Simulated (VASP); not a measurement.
# CoSn (P6/mmm) in VASP: notebook, part 2 of 2

VASP 6.6.1.

### Step 3. Single point, PBEsol, collinear spin, ferromagnetic start

This run uses another cell than the first one, of 16.40 Å³/atom.

Contents of INCAR:

```
ALGO = Fast ; EDIFF = 1E-6
ENCUT = 520 ; GGA = PS
ISIF = 2 ; ISMEAR = -1
ISPIN = 2 ; LASPH = True
LCHARG = False ; LMAXMIX = 4
LORBIT = 11 ; LREAL = False
LWAVE = False ; MAGMOM = 0 0 0 2 2 2
NBANDS = 48 ; NELM = 150
PREC = Accurate ; SIGMA = 0.05
```

Contents of KPOINTS:

```
k-points
0
Gamma
  6 6 7
```

Contents of POSCAR:

```
CoSn
1.0
    5.2195734734      0.0000000000      0.0000000000
   -2.6097867367      4.5202832249      0.0000000000
    0.0000000000      0.0000000000      4.1693514548
Sn Co
3 3
Direct
    0.0000000000      0.0000000000      0.0000000000
    0.3333333333      0.6666666667      0.5000000000
    0.6666666667      0.3333333333      0.5000000000
    0.5000000000      0.0000000000      0.0000000000
    0.5000000000      0.5000000000      0.0000000000
    0.0000000000      0.5000000000      0.0000000000
```

Potentials or basis: VASP PAW PBE potentials, release 64 (Sn_d, Co).

The run is started by

```sh
$ cat potpaw_PBE.64/Sn_d/POTCAR potpaw_PBE.64/Co/POTCAR > POTCAR
$ mpirun -np 1 vasp_std > vasp.out
```

OUTCAR:

```text
EDIFF = 1E-6
   ENCUT = 520
   GGA = PS
   ISIF = 2
   ISMEAR = -1
   ISPIN = 2
   LASPH = True
   LORBIT = 11
   LREAL = False
   NELM = 150
   PREC = Accurate

 ion  position               nearest neighbor table
   1  0.000  0.000  0.000-   4 2.61   4 2.61   6 2.61   6 2.61   5 2.61   5 2.61   3 3.66   3 3.66
                             2 3.66   2 3.66   2 3.66   3 3.66   2 3.66   3 3.66   2 3.66   3 3.66
   2  0.333  0.667  0.500-   6 2.57   6 2.57   4 2.57   4 2.57   5 2.57   5 2.57   3 3.01   3 3.01
                             3 3.01   1 3.66   1 3.66   1 3.66   1 3.66   1 3.66   1 3.66
   3  0.667  0.333  0.500-   6 2.57   6 2.57   4 2.57   4 2.57   5 2.57   5 2.57   2 3.01   2 3.01
                             2 3.01   1 3.66   1 3.66   1 3.66   1 3.66   1 3.66   1 3.66
   4  0.500  0.000  0.000-   2 2.57   3 2.57   2 2.57   3 2.57   1 2.61   1 2.61   6 2.61   5 2.61
                             5 2.61   6 2.61
   5  0.500  0.500  0.000-   2 2.57   3 2.57   2 2.57   3 2.57   6 2.61   6 2.61   1 2.61   4 2.61
                             4 2.61   1 2.61
   6  0.000  0.500  0.000-   2 2.57   3 2.57   2 2.57   3 2.57   5 2.61   5 2.61   1 2.61   1 2.61
                             4 2.61   4 2.61

  LATTYP: Found a hexagonal cell.
 ALAT       =     5.2195734734
 C/A-ratio  =     0.7987916017

  Lattice vectors:

 A1 = (   5.2195734734,   0.0000000000,   0.0000000000)
 A2 = (  -2.6097867367,   4.5202832249,   0.0000000000)
 A3 = (   0.0000000000,   0.0000000000,   4.1693514548)

Analysis of symmetry for initial positions (statically):
=====================================================================
 Subroutine PRICEL returns:
 Original cell was already a primitive cell.

 Routine SETGRP: Setting up the symmetry group for a
 hexagonal supercell.

 Subroutine GETGRP returns: Found 24 space group operations
 (whereof 24 operations were pure point group operations)
 out of a pool of 24 trial point group operations.

The static configuration has the point symmetry D_6h.

Analysis of symmetry for dynamics (positions and initial velocities):
=====================================================================
 Subroutine PRICEL returns:
 Original cell was already a primitive cell.

 Routine SETGRP: Setting up the symmetry group for a
 hexagonal supercell.

 Subroutine GETGRP returns: Found 24 space group operations
 (whereof 24 operations were pure point group operations)
 out of a pool of 24 trial point group operations.

The dynamic configuration has the point symmetry D_6h.

Analysis of structural, dynamic, and magnetic symmetry:
=====================================================================
 Subroutine PRICEL returns:
 Original cell was already a primitive cell.

 Routine SETGRP: Setting up the symmetry group for a
 hexagonal supercell.

 Subroutine GETGRP returns: Found 24 space group operations
 (whereof 24 operations were pure point group operations)
 out of a pool of 24 trial point group operations.

The overall configuration has the point symmetry D_6h.

 Subroutine INISYM returns: Found 24 space group operations
 (whereof 24 operations are pure point group operations),
 and found     1 'primitive' translations

----------------------------------------------------------------------------------------

                                     Primitive cell

  volume of cell :      98.3715

  direct lattice vectors                    reciprocal lattice vectors
     5.219573473  0.000000000  0.000000000     0.191586536  0.110612538  0.000000000
[... 108 lines left out ...]
   EFERMI =   0.00;   METHOD = LEGACY
   ISMEAR =    -1;   SIGMA  =   0.05  broadening in eV -4-tet -1-fermi 0-gaus
   EFERMI_NEDOS =   21; number of points for ismear=-14 and -15
   IALGO  =     68    algorithm
   IMIX   =      4    mixing-type and parameters
     AMIX     =   0.40;   BMIX     =  1.00
     AMIX_MAG =   1.60;   BMIX_MAG =  1.00
  volume/ion in A,a.u.               =      16.40       110.64
  Fermi-wavevector in a.u.,A,eV,Ry     =   1.454571  2.748740 28.786875  2.115776
  Thomas-Fermi vector in A             =   2.571706
   LORBIT       =     11    0 simple, 1 ext, 2 COOP (PROOUT), +10 PAW based schemes
   GGA     = PS    functional components
   LHFCALC =     F    Hartree Fock is set to
   AEXX    =    0.0000 exact exchange contribution
   IVDW    =     0    specifies the selected vdW correction
   LEPSILON=     F    determine dielectric tensor
   LRPA    =     F    only Hartree local field effects (RPA)
 spin polarized calculation
 RMM-DIIS sequential band-by-band and
  energy-cutoff  :      520.00
  volume of cell :       98.37
 maximum number of plane-waves:      2674
 NGX is ok and might be reduce to    40
   NGX = 19   NGY = 19   NGZ = 15

 number of electron      68.9999994 magnetization      -0.0004696

 number of electron      68.9999994 magnetization       0.0007462

 Free energy of the ion-electron system (eV)
  ---------------------------------------------------
  ext. energy  EPLUGINS =         0.00000000
  ---------------------------------------------------
  free energy    TOTEN  =       -36.97781761 eV

  energy without entropy =      -36.95887777  energy(sigma->0) =      -36.96834769

 E-fermi :  10.2424     XC(G=0): -12.0951

 val. band max:       10.2037487173   @ k =   0.3333   0.0000   0.2857
 cond. band min:      10.3057334668   @ k =   0.3333   0.3333   0.2857
 fundamental gap:      0.1019847495
 Fermi energy:        10.2423819802

 spin component 1

 k-point     1 :       0.0000    0.0000    0.0000
  band No.  band energies     occupation
      1     -11.1878      1.00000
      2     -11.1026      1.00000
      3     -11.1026      1.00000
      4     -11.0747      1.00000
      5     -11.0747      1.00000
      6     -11.0100      1.00000
[... 1165 lines left out ...]
     45      18.6330      0.00000
     46      18.9161      0.00000

 [... further k-points ...]

 spin component 2

 k-point     1 :       0.0000    0.0000    0.0000
  band No.  band energies     occupation
      1     -11.1878      1.00000
      2     -11.1026      1.00000
      3     -11.1026      1.00000
      4     -11.0747      1.00000
      5     -11.0747      1.00000
      6     -11.0100      1.00000
[... 1165 lines left out ...]
     45      18.6330      0.00000
     46      18.9159      0.00000

 [... further k-points ...]

 [bands above 46 left out]

------------------------ aborting loop because EDIFF is reached ----------------------------------------

  FORCE on cell =-STRESS in cart. coord.  units (eV):
  Direction    XX          YY          ZZ          XY          YZ          ZX
  --------------------------------------------------------------------------------------
  -------------------------------------------------------------------------------------
  Total       -0.0225486     -0.0225486     -0.0787565      0.0000000      0.0000000      0.0000000
  in kB       -0.3672493     -0.3672493     -1.2827088      0.0000000      0.0000000      0.0000000
  external PRESSURE =      -0.6724024 kB  Pullay stress =       0.0000000 kB

 VOLUME and BASIS-vectors are now :
 -----------------------------------------------------------------------------
  energy-cutoff  :      520.00
  volume of cell :       98.37
      direct lattice vectors                 reciprocal lattice vectors
     5.219573473  0.000000000  0.000000000     0.191586536  0.110612538  0.000000000
    -2.609786737  4.520283225  0.000000000     0.000000000  0.221225076  0.000000000
     0.000000000  0.000000000  4.169351455     0.000000000  0.000000000  0.239845456

 POSITION                                       TOTAL-FORCE (eV/Angst)
 -----------------------------------------------------------------------------------
      0.00000      0.00000      0.00000         0.000000      0.000000      0.000000
     -0.00000      3.01352      2.08468        -0.000000      0.000000     -0.000000
      2.60979      1.50676      2.08468         0.000000      0.000000      0.000000
      2.60979      0.00000      0.00000         0.000000      0.000000      0.000000
      1.30489      2.26014      0.00000         0.000000      0.000000      0.000000
     -1.30489      2.26014      0.00000         0.000000      0.000000      0.000000
 -----------------------------------------------------------------------------------
    total drift:                               -0.000000      0.000000     -0.000000

  FREE ENERGIE OF THE ION-ELECTRON SYSTEM (eV)
  ---------------------------------------------------
  free  energy   TOTEN  =       -36.9778176088 eV

  energy  without entropy=      -36.9588777659  energy(sigma->0) =      -36.96834769

 total charge

# of ion       s       p       d       tot
------------------------------------------
    1        1.155   1.137  10.050  12.343
    2        1.128   1.288  10.083  12.498
    3        1.128   1.288  10.083  12.498
    4        0.411   0.487   7.493   8.390
    5        0.411   0.487   7.493   8.390
    6        0.411   0.487   7.493   8.390
--------------------------------------------------
tot          4.643   5.173  52.695  62.511

 magnetization (x)

# of ion       s       p       d       tot
------------------------------------------
    1       -0.000  -0.000  -0.000  -0.000
    2       -0.000  -0.000  -0.000  -0.000
    3       -0.000  -0.000  -0.000  -0.000
    4       -0.000  -0.000   0.000   0.000
    5       -0.000  -0.000   0.000   0.000
    6       -0.000  -0.000   0.000   0.000
--------------------------------------------------
tot         -0.000  -0.000   0.000   0.000
```

Run time: 3.7 min. Hardware: 1 thread of Intel Xeon Platinum 8488C (Sapphire Rapids), shared host; peak memory 0.37 GiB.

What came out:

- Free energy: -36.9778 eV
- Pressure: -0.1 GPa
- Net moment: 0.00 μB per cell
- Valence electrons inside the program's atomic spheres: Sn 12.34, 12.50 (each value once); Co 8.39

Stress tensor (GPa, compression positive):
```
-0.04  0.00  0.00
 0.00 -0.04  0.00
 0.00  0.00 -0.13
```

Caveat: the PAW data sets were made with another functional, which shifts forces and pressure a little; spin-orbit coupling is left out, which moves the levels of the heavy elements.

### Step 4. Single point, PBEsol, collinear spin, zero start

This run uses another cell than the first one, of 16.63 Å³/atom.

Contents of INCAR:

```
PREC = Accurate ; ENCUT = 520
EDIFF = 1E-7 ; ISMEAR = -1
SIGMA = 0.05 ; LREAL = False
LASPH = True ; NELM = 150
ALGO = Normal ; ISIF = 2
LWAVE = False ; LCHARG = False
ISPIN = 2 ; MAGMOM = 0 0 0 0 0 0
LORBIT = 11 ; NUPDOWN = 0.0
LMAXMIX = 4 ; GGA = PS
NBANDS = 48
```

Contents of KPOINTS:

```
regular mesh
0
Gamma
  5 5 6
```

POSCAR, as its differences from that of step 3:

```diff
@@ -2,5 +2,5 @@
 1.0
-    5.2195734734      0.0000000000      0.0000000000
-   -2.6097867367      4.5202832249      0.0000000000
-    0.0000000000      0.0000000000      4.1693514548
+    5.2460399276      0.0000000000      0.0000000000
+   -2.6230199638      4.5432038466      0.0000000000
+    0.0000000000      0.0000000000      4.1875903000
 Sn Co
```

The run is started by

```sh
$ cat potpaw_PBE.64/Sn_d/POTCAR potpaw_PBE.64/Co/POTCAR > POTCAR
$ mpirun -np 1 vasp_std > vasp.out
```

It took 4.7 min on 1 thread of Intel Xeon 8259CL, shared host; peak memory 0.33 GiB.

Results (log left out):

| Property | Result |
| --- | --- |
| Free energy | -36.9424 eV |
| Pressure | -2.0 GPa |
| Net moment | 0.00 μB per cell |
| Valence electrons inside the program's atomic spheres | Sn 12.32, 12.48 (each value once); Co 8.36 |

Stress tensor (GPa, compression positive):
```
-2.19  0.00  0.00
 0.00 -2.19  0.00
 0.00  0.00 -1.58
```

Caveat: the PAW data sets were made with another functional, which shifts forces and pressure a little; spin-orbit coupling is left out, which moves the levels of the heavy elements; the total moment is fixed, so each spin has its own Fermi level.

### Step 5. Single point, PBEsol, collinear spin, ferromagnetic start

This run uses another cell than the first one, of 16.63 Å³/atom.

Contents of INCAR:

```
SYSTEM = CoSn
PREC = Accurate
ENCUT = 520
EDIFF = 1E-6
ISMEAR = -1
SIGMA = 0.05
LREAL = .FALSE.
LASPH = .TRUE.
NELM = 150
ALGO = Normal
ISIF = 2
LWAVE = .FALSE.
LCHARG = .FALSE.
ISPIN = 2
MAGMOM = 0 0 0 0.5 0.5 0.5
LORBIT = 11
NUPDOWN = 1.5
LMAXMIX = 4
GGA = PS
NBANDS = 48
```

Contents of KPOINTS:

```
regular mesh
0
G
  5 5 6
  0 0 0
```

POSCAR is that of step 4.

The run is started by

```sh
$ cat potpaw_PBE.64/Sn_d/POTCAR potpaw_PBE.64/Co/POTCAR > POTCAR
$ mpirun -np 1 vasp_std > vasp.out
```

Wall time 4.7 min (1 thread of Intel Xeon 8259CL, shared host); peak memory 0.33 GiB.

Results (log left out):

```
Free energy                                           : -36.7895 eV
Pressure                                              : -1.3 GPa
Net moment                                            : 1.50 μB per cell
Site moments                                          : Sn -0.00, +0.00 (each value once); Co +0.48 μB
Valence electrons inside the program's atomic spheres : Sn 12.33, 12.48 (each value once); Co 8.36
```

Stress tensor (GPa, compression positive):
```
-1.75  0.00  0.00
 0.00 -1.75  0.00
 0.00  0.00 -0.27
```

Caveat: the PAW data sets were made with another functional, which shifts forces and pressure a little; spin-orbit coupling is left out, which moves the levels of the heavy elements; the total moment is fixed, so each spin has its own Fermi level.

### Step 6. Single point, PBEsol, collinear spin, ferromagnetic start

This run uses another cell than the first one, of 16.63 Å³/atom.

Contents of INCAR:

```
PREC     = Accurate       # precision mode
ENCUT    = 520            # plane-wave cutoff, eV
EDIFF    = 1E-6           # SCF threshold, eV
ISMEAR   = -1             # smearing method
SIGMA    = 0.05           # smearing width, eV
LREAL    = False          # projectors in reciprocal space
LASPH    = True           # aspherical terms in the spheres
NELM     = 150            # most SCF steps
ALGO     = Normal         # electronic algorithm
ISIF     = 2              # what is computed and relaxed
LWAVE    = False          # write WAVECAR
LCHARG   = False          # write CHGCAR
ISPIN    = 2              # spin polarisation
MAGMOM   = 0 0 0 1 1 1    # initial moments
LORBIT   = 11             # projections on sites
NUPDOWN  = 3.0            # fixed moment
LMAXMIX  = 4              # l up to which the mixer works
GGA      = PS             # functional
NBANDS   = 48             # bands
```

Contents of KPOINTS:

```
regular mesh
0
Gamma
  5 5 6
```

POSCAR is that of step 5.

Potentials or basis: VASP PAW PBE potentials, release 64 (Sn_d, Co).

The run is started by

```sh
$ cat potpaw_PBE.64/Sn_d/POTCAR potpaw_PBE.64/Co/POTCAR > POTCAR
$ mpirun -np 1 vasp_std > vasp.out
```

Wall time 5.6 min (1 thread of Intel Xeon 8259CL, shared host); peak memory 0.33 GiB.

It converged, with:

* Free energy: -36.4760 eV
* Pressure: 0.5 GPa
* Net moment: 3.00 μB per cell
* Site moments: Sn +0.03, +0.01 (each value once); Co +0.94 μB
* Valence electrons inside the program's atomic spheres: Sn 12.34, 12.48 (each value once); Co 8.34

Stress tensor (GPa, compression positive):
```
-0.26  0.00  0.00
 0.00 -0.26  0.00
 0.00  0.00  2.10
```

Caveat: the PAW data sets were made with another functional, which shifts forces and pressure a little; spin-orbit coupling is left out, which moves the levels of the heavy elements; the total moment is fixed, so each spin has its own Fermi level.

### Step 7. The runs side by side

```tsv
spin	fixed moment (μB)	pressure (GPa)	moment (μB)
collinear, zero start	0.0	-2.0	0.00
collinear, ferromagnetic start	1.5	-1.3	1.50
collinear, ferromagnetic start	3.0	0.5	3.00
```

Alike in all rows: task single point; level PBEsol; potentials or basis VASP PAW PBE potentials, release 64 (Sn_d, Co); cell as given; k mesh 5 × 5 × 6; cutoff (eV) 520; smearing fermi-dirac 0.05 eV.

Caveats: the PAW data sets were made with another functional, which shifts forces and pressure a little; spin-orbit coupling is left out, which moves the levels of the heavy elements; the total moment is fixed, so each spin has its own Fermi level.

Total energies depend on the potentials used, so only differences within one code and one set of settings carry meaning.
